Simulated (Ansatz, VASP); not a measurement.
SiC in VASP and in Ansatz

```
Si C
1.0
     0.00000    2.17438    2.17438
     2.17438    0.00000    2.17438
     2.17438    2.17438    0.00000
Si C
1 1
Direct
  0.00000 0.00000 0.00000
  0.25000 0.25000 0.25000
```

Alike in both runs: functional PBE; dispersion D3(BJ); k mesh 10 × 10 × 10; occupations gaussian, width 0.02 eV; no spin polarisation.

Ansatz relaxed the structure, and its values are those at the end. VASP's run is a single point on that final structure, the one shown.

|  | VASP | Ansatz |
| --- | --- | --- |
| version | VASP 6.6.1 | Ansatz 0.2.0 |
| potentials or method | VASP PAW PBE potentials, release 64 (Si, C), cutoff 600 eV | scalar-relativistic, plane waves, PAW |
| valence electrons in the cell | 8 | 8 |

|  | VASP | Ansatz | Ansatz less VASP |
| --- | --- | --- | --- |
| gap on the k mesh at the Fermi level (eV) | 1.35 | 1.35 | +0.003 |
| least direct gap on the mesh (eV) | 4.55 | 4.56 | +0.009 |
| pressure (GPa) | -0.2 | 0.0 | +0.20 |
